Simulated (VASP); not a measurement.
# LiTaH4 (P4/mmm) in VASP: notebook

The runs below take LiTaH4 through relaxation of cell and atoms, single point, with PBE.

All numbers are computed with VASP 6.6.1; they aren't measurements. Logs are shortened: lines on timing, memory, paths and dates and some standing lists are left out, and cuts for length are marked.

## Step 1: The cell of the first run

It takes space group P4/mmm (No. 123, tetragonal). The conventional cell has a = 3.529 Å, b = 3.529 Å, c = 5.709 Å, α = 90.00°, β = 90.00°, γ = 90.00°. Within 3.5 Å of Li (site symmetry 4/mmm) lie 16 H at 2.68 to 3.36 Å. Ta (site symmetry 4/mmm) has 6 H at 1.76 to 1.88 Å within 2.3 Å. H (site symmetry 4mm) has 1 Ta at 1.88 Å and 1 H at 1.95 Å within 2.5 Å. H (site symmetry mmm) has 2 Ta at 1.76 Å within 2.3 Å.

## Step 2: Relaxation of cell and atoms, PBE

Contents of INCAR:

```
PREC = Accurate
ENCUT = 600
EDIFF = 1E-6
ISMEAR = 0
SIGMA = 0.1
LREAL = F
LASPH = T
NELM = 80
ALGO = Normal
ISIF = 3
LWAVE = F
LCHARG = F
GGA = PE
IBRION = 2
NSW = 90
EDIFFG = -0.04
```

Contents of KPOINTS:

```
Automatic mesh
0
Gamma
  6 6 4
```

Contents of POSCAR:

```
LiTaH4
1.0
    3.5285061029      0.0000000000      0.0000000000
    0.0000000000      3.5285061029      0.0000000000
    0.0000000000      0.0000000000      5.7085064449
Li Ta H
1 1 4
Direct
    0.5000000000      0.5000000000      0.5000000000
    0.0000000000      0.0000000000      0.0000000000
    0.0000000000      0.0000000000      0.6706860559
    0.5000000000      0.0000000000      0.0000000000
    0.0000000000      0.5000000000      0.0000000000
    0.0000000000      0.0000000000      0.3293139441
```

Potentials or basis: VASP PAW PBE potentials, release 64 (Li_sv, Ta_pv, H).

Run with:

```bash
> cat potpaw_PBE.64/Li_sv/POTCAR potpaw_PBE.64/Ta_pv/POTCAR potpaw_PBE.64/H/POTCAR > POTCAR
> mpirun -np 1 vasp_std > vasp.out
```

OUTCAR:

```text
PREC = Accurate
   ENCUT = 600
   EDIFF = 1E-6
   ISMEAR = 0
   LREAL = F
   LASPH = T
   NELM = 80
   ISIF = 3
   GGA = PE
   IBRION = 2
   NSW = 90
   EDIFFG = -0.04

 ion  position               nearest neighbor table
   1  0.500  0.500  0.500-
   2  0.000  0.000  0.000-   4 1.76   5 1.76   5 1.76   4 1.76   3 1.88   6 1.88
   3  0.000  0.000  0.671-   2 1.88
   4  0.500  0.000  0.000-   2 1.76   2 1.76
   5  0.000  0.500  0.000-   2 1.76   2 1.76
   6  0.000  0.000  0.329-   2 1.88

  LATTYP: Found a simple tetragonal cell.
 ALAT       =     3.5285061029
 C/A-ratio  =     1.6178253001

  Lattice vectors:

 A1 = (   3.5285061029,   0.0000000000,   0.0000000000)
 A2 = (   0.0000000000,   3.5285061029,   0.0000000000)
 A3 = (   0.0000000000,   0.0000000000,   5.7085064449)

Analysis of symmetry for initial positions (statically):
=====================================================================
 Subroutine PRICEL returns:
 Original cell was already a primitive cell.

 Routine SETGRP: Setting up the symmetry group for a
 simple tetragonal supercell.

 Subroutine GETGRP returns: Found 16 space group operations
 (whereof 16 operations were pure point group operations)
 out of a pool of 16 trial point group operations.

The static configuration has the point symmetry D_4h.

Analysis of symmetry for dynamics (positions and initial velocities):
=====================================================================
 Subroutine PRICEL returns:
 Original cell was already a primitive cell.

 Routine SETGRP: Setting up the symmetry group for a
 simple tetragonal supercell.

 Subroutine GETGRP returns: Found 16 space group operations
 (whereof 16 operations were pure point group operations)
 out of a pool of 16 trial point group operations.

The dynamic configuration has the point symmetry D_4h.

 Subroutine INISYM returns: Found 16 space group operations
 (whereof 16 operations are pure point group operations),
 and found     1 'primitive' translations

----------------------------------------------------------------------------------------

                                     Primitive cell

  volume of cell :      71.0729

  direct lattice vectors                    reciprocal lattice vectors
     3.528506103  0.000000000  0.000000000     0.283406057  0.000000000  0.000000000
     0.000000000  3.528506103  0.000000000     0.000000000  0.283406057  0.000000000
     0.000000000  0.000000000  5.708506445     0.000000000  0.000000000  0.175177169

  length of vectors
     3.528506103  3.528506103  5.708506445     0.283406057  0.283406057  0.175177169

  position of ions in fractional coordinates (direct lattice)
[... 107 lines left out ...]
     AMIX_MAG =   1.60;   BMIX_MAG =  1.00
  volume/ion in A,a.u.               =      11.85        79.94
  Fermi-wavevector in a.u.,A,eV,Ry     =   1.035772  1.957326 14.596657  1.072824
  Thomas-Fermi vector in A             =   2.170131
   LORBIT       =      0    0 simple, 1 ext, 2 COOP (PROOUT), +10 PAW based schemes
   GGA     = PE    functional components
   LHFCALC =     F    Hartree Fock is set to
   AEXX    =    0.0000 exact exchange contribution
   IVDW    =     0    specifies the selected vdW correction
   LEPSILON=     F    determine dielectric tensor
   LRPA    =     F    only Hartree local field effects (RPA)
 conjugate gradient relaxation of ions
 non-spin polarized calculation
 Gauss-broadening in eV      SIGMA  =   0.10
  energy-cutoff  :      600.00
  volume of cell :       71.07
 maximum number of plane-waves:      2392
   NGX = 15   NGY = 15   NGZ = 23

--------------------------------------- Ionic step        1  -------------------------------------------

 number of electron      18.0000008 magnetization

 Free energy of the ion-electron system (eV)
  ---------------------------------------------------
  ext. energy  EPLUGINS =         0.00000000
  ---------------------------------------------------
  free energy    TOTEN  =       -25.43785408 eV

  energy without entropy =      -25.42138451  energy(sigma->0) =      -25.42961930

------------------------ aborting loop because EDIFF is reached ----------------------------------------

  FORCE on cell =-STRESS in cart. coord.  units (eV):
  Direction    XX          YY          ZZ          XY          YZ          ZX
  --------------------------------------------------------------------------------------
  -------------------------------------------------------------------------------------
  Total       -0.3454275     -0.3454275     -0.3734772      0.0000000      0.0000000      0.0000000
  in kB       -7.7868759     -7.7868759     -8.4191932      0.0000000      0.0000000      0.0000000
  external PRESSURE =      -7.9976484 kB  Pullay stress =       0.0000000 kB
[... 147 lines left out ...]
--------------------------------------- Ionic step        5  -------------------------------------------

 number of electron      18.0000008 magnetization

 Free energy of the ion-electron system (eV)
  ---------------------------------------------------
  ext. energy  EPLUGINS =         0.00000000
  ---------------------------------------------------
  free energy    TOTEN  =       -25.44030377 eV

  energy without entropy =      -25.42396699  energy(sigma->0) =      -25.43213538

 E-fermi :   0.8067     XC(G=0):  -8.4321

 val. band max:        0.8048521744   @ k =   0.3333   0.3333   0.2500
 cond. band min:       0.8182578791   @ k =   0.5000   0.3333   0.5000
 fundamental gap:      0.0134057048
 Fermi energy:         0.8066808922

 k-point     1 :       0.0000    0.0000    0.0000
  band No.  band energies     occupation
      1     -46.3899      2.00000
      2     -34.2108      2.00000
      3     -34.2108      2.00000
      4     -33.9286      2.00000
      5      -7.6073      2.00000
      6      -5.6692      2.00000
      7      -4.5458      2.00000
      8      -1.3415      2.00000
      9       2.3561      0.00000
     10       2.3561      0.00000
     11       2.9026      0.00000
     12       4.1569      0.00000
     13       6.6959      0.00000
[... 354 lines left out ...]
  band No.  band energies     occupation
      1     -46.3890      2.00000
      2     -34.3788      2.00000
      3     -34.2026      2.00000
      4     -33.9195      2.00000
      5      -6.2887      2.00000
      6      -2.9972      2.00000
      7      -2.9464      2.00000
      8      -2.6467      2.00000
      9      -0.4213      2.00000
     10       1.5244      0.00000
     11       2.5225      0.00000
     12       3.2717      0.00000
     13       5.1065      0.00000

 [... further k-points ...]
[... 5 lines left out ...]
  --------------------------------------------------------------------------------------
  -------------------------------------------------------------------------------------
  Total        0.0083358      0.0083358     -0.0853172      0.0000000      0.0000000      0.0000000
  in kB        0.1904654      0.1904654     -1.9494317      0.0000000      0.0000000      0.0000000
  external PRESSURE =      -0.5228336 kB  Pullay stress =       0.0000000 kB
[... 21 lines left out ...]
  FREE ENERGIE OF THE ION-ELECTRON SYSTEM (eV)
  ---------------------------------------------------
  free  energy   TOTEN  =       -25.4403037682 eV

  energy  without entropy=      -25.4239669896  energy(sigma->0) =      -25.43213538

 reached required accuracy - stopping structural energy minimisation
```

It took 39 s on 1 thread of Intel Xeon 6975P-C (Granite Rapids), shared host; peak memory 0.22 GiB.

What came out:

```
Free energy                            : -25.4403 eV
Relaxed volume                         : 11.69 Å³/atom
Relaxed cell                           : a = 3.513 Å, b = 3.513 Å, c = 5.683 Å, α = 90.00°, β = 90.00°, γ = 90.00°
Space group after relaxing (to 0.05 Å) : P4/mmm (No. 123)
Energy gained by relaxing              : 0.4 meV/atom
Ionic steps                            : 5
Pressure after relaxing                : -0.1 GPa
Largest force after relaxing           : 0.038 eV/Å
Band gap on the k mesh                 : zero (band 9 reaches 2.36 eV, above the bottom of band 10 at 0.05 eV)
```

Forces in eV/Å, atoms in the order of the input:
```
Li   0.000  0.000  0.000
Ta   0.000  0.000  0.000
H    0.000  0.000 -0.038
H    0.000  0.000  0.000
H    0.000  0.000  0.000
H    0.000  0.000  0.038
```

Step by step:
```
step  energy change (eV)  largest force (eV/Å)  pressure (GPa)  volume (Å³)
   1              0.0000                0.0217           -0.80        71.07
   2             -0.0019                0.0405           -0.27        70.47
   3             -0.0021                0.0746            0.06        70.14
   4             -0.0021                0.0644           -0.04        70.24
   5             -0.0024                0.0381           -0.05        70.12
```

Final structure:
```xyz
6
Lattice="3.5127 0.0000 0.0000 0.0000 3.5127 0.0000 0.0000 0.0000 5.6827" Properties=species:S:1:pos:R:3 pbc="T T T"
Li    1.7564    1.7564    2.8413
Ta    0.0000    3.5127    0.0000
H     0.0000    3.5127    3.8095
H     1.7564    3.5127    0.0000
H     0.0000    1.7564    0.0000
H     0.0000    0.0000    1.8731
```

Caveat: the cutoff is under 1.25 times the usual one of these potentials, so pressure, stress and relaxed cells hold a basis-set (Pulay) error; spin-orbit coupling is left out, which moves the levels of the heavy elements.

## Step 3: Single point, PBE

This run uses another cell than the first one, of 11.67 Å³/atom, 0.985 times its volume.

Contents of INCAR:

```
SYSTEM = LiTaH4
PREC     = Accurate       ! precision mode
ENCUT    = 520            ! plane-wave cutoff, eV
EDIFF    = 1E-6           ! SCF threshold, eV
ISMEAR   = 0              ! smearing method
SIGMA    = 0.1            ! smearing width, eV
LREAL    = .FALSE.        ! projectors in reciprocal space
LASPH    = .TRUE.         ! aspherical terms in the spheres
NELM     = 60             ! most SCF steps
ALGO     = Normal         ! electronic algorithm
ISIF     = 2              ! what is computed and relaxed
LWAVE    = .FALSE.        ! write WAVECAR
LCHARG   = .TRUE.         ! write CHGCAR
GGA      = PE             ! functional
LELF     = .TRUE.         ! ELF
LVHAR    = .TRUE.       
NBANDS   = 18             ! bands
```

Contents of KPOINTS:

```
regular mesh
0
G
  10 10 8
  0 0 0
```

Contents of POSCAR:

```
LiTaH4
1.0
    3.5105189979      0.0000000000      0.0000000000
    0.0000000000      3.5105189979      0.0000000000
    0.0000000000      0.0000000000      5.6827137776
Li Ta H
1 1 4
Direct
    0.5000000000      0.5000000000      0.5000000000
    0.0000000000      0.0000000000      0.0000000000
    0.0000000000      0.0000000000      0.6698193207
    0.5000000000      0.0000000000      0.0000000000
    0.0000000000      0.5000000000      0.0000000000
    0.0000000000      0.0000000000      0.3301806793
```

Potentials or basis: VASP PAW PBE potentials, release 64 (Li_sv, Ta_pv, H).

Run with:

```bash
> cat potpaw_PBE.64/Li_sv/POTCAR potpaw_PBE.64/Ta_pv/POTCAR potpaw_PBE.64/H/POTCAR > POTCAR
> mpirun -np 1 vasp_std > vasp.out
```

Wall time 56 s (1 thread of Intel Xeon 6975P-C (Granite Rapids), shared host); peak memory 0.26 GiB.

The run converged. Its results:

* Free energy: -25.4622 eV
* Largest force: 0.005 eV/Å
* Band gap on the k mesh: zero (band 9 reaches 2.38 eV, above the bottom of band 10 at -0.01 eV)

Forces in eV/Å, atoms in the order of the input:
```
Li   0.000  0.000  0.000
Ta   0.000  0.000  0.000
H    0.000  0.000 -0.005
H    0.000  0.000  0.000
H    0.000  0.000  0.000
H    0.000  0.000  0.005
```

Levels at points of the mesh, in eV from the Fermi level:
| k point | band 5 | band 6 | band 7 | band 8 | band 9 | band 10 | band 11 | band 12 | band 13 | band 14 |
| --- | --- | --- | --- | --- | --- | --- | --- | --- | --- | --- |
| (0.00, 0.00, 0.00) | -8.30 | -6.34 | -5.32 | -2.12 | 1.63 | 1.63 | 2.24 | 3.38 | 5.94 | 6.92 |
| (0.50, 0.00, 0.00) | -7.06 | -4.94 | -3.72 | -0.88 | -0.82 | 0.84 | 1.84 | 2.49 | 2.79 | 4.31 |
| (0.50, 0.50, 0.00) | -4.53 | -2.89 | -2.89 | -1.66 | -0.12 | -0.12 | -0.07 | 2.23 | 3.29 | 3.52 |
| (0.00, 0.00, 0.50) | -8.17 | -6.34 | -4.69 | -3.75 | 1.53 | 1.53 | 2.24 | 5.03 | 6.74 | 7.29 |
| (0.50, 0.00, 0.50) | -6.97 | -3.75 | -3.67 | -3.42 | -1.16 | 0.85 | 1.79 | 2.60 | 4.34 | 4.78 |
| (0.50, 0.50, 0.50) | -3.15 | -2.83 | -2.83 | -2.71 | -1.67 | -0.51 | -0.51 | 2.23 | 3.53 | 4.66 |

Caveat: the cutoff is under 1.25 times the usual one of these potentials, so pressure, stress and relaxed cells hold a basis-set (Pulay) error; spin-orbit coupling is left out, which moves the levels of the heavy elements.

## Step 4: Relaxation of cell and atoms, PBE

This run uses another cell than the first one, of 11.60 Å³/atom, 0.979 times its volume.

Contents of INCAR:

```
SYSTEM = LiTaH4
ALGO = Normal
EDIFF = 1E-6
EDIFFG = -0.01
ENCUT = 600
GGA = PE
IBRION = 2
ISIF = 3
ISMEAR = 0
LASPH = .TRUE.
LCHARG = .FALSE.
LREAL = .FALSE.
LWAVE = .FALSE.
NELM = 80
NSW = 100
PREC = Accurate
SIGMA = 0.1
```

Contents of KPOINTS:

```
k-points
0
G
  10 10 8
  0 0 0
```

Contents of POSCAR:

```
LiTaH4
1.0
    3.5128891650      0.0000000000      0.0000000000
    0.0000000000      3.5128891650      0.0000000000
    0.0000000000      0.0000000000      5.6383893680
Li Ta H
1 1 4
Direct
    0.5000000000      0.5000000000      0.5000000000
    0.0000000000      0.0000000000      0.0000000000
    0.0000000000      0.0000000000      0.6671694880
    0.5000000000      0.0000000000      0.0000000000
    0.0000000000      0.5000000000      0.0000000000
    0.0000000000      0.0000000000      0.3328305120
```

Run with:

```bash
> cat potpaw_PBE.64/Li_sv/POTCAR potpaw_PBE.64/Ta_pv/POTCAR potpaw_PBE.64/H/POTCAR > POTCAR
> mpirun -np 1 vasp_std > vasp.out
```

Run time: 2.5 min. Hardware: 1 thread of Intel Xeon 6975P-C (Granite Rapids), shared host; peak memory 0.29 GiB.

The run converged. Its results:

* Free energy: -25.4637 eV
* Relaxed volume: 11.65 Å³/atom
* Relaxed cell: a = 3.510 Å, b = 3.510 Å, c = 5.673 Å, α = 90.00°, β = 90.00°, γ = 90.00°
* Space group after relaxing (to 0.05 Å): P4/mmm (No. 123)
* Energy gained by relaxing: 0.1 meV/atom
* Ionic steps: 7
* Pressure after relaxing: 0.0 GPa
* Band gap on the k mesh: zero (band 9 reaches 2.39 eV, above the bottom of band 10 at -0.01 eV)

The path:
| step | energy change (eV) | largest force (eV/Å) | pressure (GPa) | volume (Å³) |
| --- | --- | --- | --- | --- |
| 1 | 0.0000 | 0.0307 | 0.01 | 69.58 |
| 2 | -0.0002 | 0.0302 | 0.03 | 69.58 |
| 3 | -0.0004 | 0.0292 | 0.08 | 69.59 |
| 4 | -0.0005 | 0.0269 | 0.19 | 69.60 |
| 5 | -0.0005 | 0.0278 | 0.16 | 69.59 |
| 6 | -0.0007 | 0.0161 | 0.09 | 69.72 |
| 7 | -0.0009 | 0.0003 | 0.02 | 69.90 |

Final structure:
```
Li Ta H
1.0
     3.51024    0.00000    0.00000
     0.00000    3.51024    0.00000
     0.00000    0.00000    5.67282
Li Ta H
1 1 4
Direct
  0.50000 0.50000 0.50000
  0.00000 0.00000 0.00000
  0.00000 0.00000 0.66928
  0.50000 0.00000 0.00000
  0.00000 0.50000 0.00000
  0.00000 0.00000 0.33072
```

Levels at points of the mesh, in eV from the Fermi level:
```tsv
k point	band 7	band 8	band 9	band 10	band 11	band 12
(0.00, 0.00, 0.00)	-5.33	-2.11	1.63	1.63	2.24	3.40
(0.50, 0.00, 0.00)	-3.72	-0.86	-0.82	0.84	1.84	2.50
(0.50, 0.50, 0.00)	-2.89	-1.67	-0.12	-0.12	-0.05	2.23
(0.00, 0.00, 0.50)	-4.70	-3.74	1.53	1.53	2.24	5.02
(0.50, 0.00, 0.50)	-3.67	-3.41	-1.17	0.85	1.79	2.60
(0.50, 0.50, 0.50)	-2.83	-2.73	-1.67	-0.51	-0.51	2.23
```

Caveat: the cutoff is under 1.25 times the usual one of these potentials, so pressure, stress and relaxed cells hold a basis-set (Pulay) error; spin-orbit coupling is left out, which moves the levels of the heavy elements.

## Step 5: Overview

| task | cell | k mesh | cutoff (eV) | gap on the mesh (eV) | pressure (GPa) | relaxed volume (Å³/atom) | largest force (eV/Å) |
| --- | --- | --- | --- | --- | --- | --- | --- |
| relaxation of cell and atoms | relaxed from a = 3.529, b = 3.529, c = 5.709 Å, 6 atoms | 6 × 6 × 4 | 600 | none | -0.1 | 11.69 | 0.04 |
| single point | a = 3.511, b = 3.511, c = 5.683 Å, 6 atoms | 10 × 10 × 8 | 520 | none | - | - | 0.01 |
| relaxation of cell and atoms | relaxed from a = 3.513, b = 3.513, c = 5.638 Å, 6 atoms | 10 × 10 × 8 | 600 | none | 0.0 | 11.65 | - |

Alike in all rows: level PBE; potentials or basis VASP PAW PBE potentials, release 64 (Li_sv, Ta_pv, H); no spin polarisation; smearing gaussian 0.1 eV.

Caveats: the cutoff is under 1.25 times the usual one of these potentials, so pressure, stress and relaxed cells hold a basis-set (Pulay) error; spin-orbit coupling is left out, which moves the levels of the heavy elements.

Total energies depend on the potentials used, so only differences within one code and one set of settings carry meaning.
